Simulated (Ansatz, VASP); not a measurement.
Two plane-wave programs on Y

```
Y
1.0
     0.00000    2.28620    2.38560
     2.28620    0.00000    2.38560
     2.28620    2.28620    0.00000
Y
1
Direct
  0.00000 0.00000 0.00000
```

Change from the starting cell: strain -0.080 along x and y, -0.040 along z, atoms carried along.

Alike in both runs: task single point; functional r2SCAN; k mesh 16 × 16 × 16; occupations gaussian, width 0.15 eV; no spin polarisation.

|  | VASP | Ansatz |
| --- | --- | --- |
| version | VASP 6.6.1 | Ansatz 0.2.0 |
| potentials or method | VASP PAW PBE potentials, release 64 (Y_sv), cutoff 520 eV | scalar-relativistic, plane waves, PAW |
| valence electrons in the cell | 11 | 11 |

```tsv
	VASP	Ansatz	Ansatz less VASP
gap on the k mesh at the Fermi level (eV)	none	none	-
pressure (GPa)	16.7	16.6	-0.08
traceless stress, the component that is largest in VASP (GPa)	-0.51	-0.50	+0.005
```

VASP's potentials were made for PBE, not for r2SCAN. A gap of «none» marks a metal or a gap that the smearing closes.
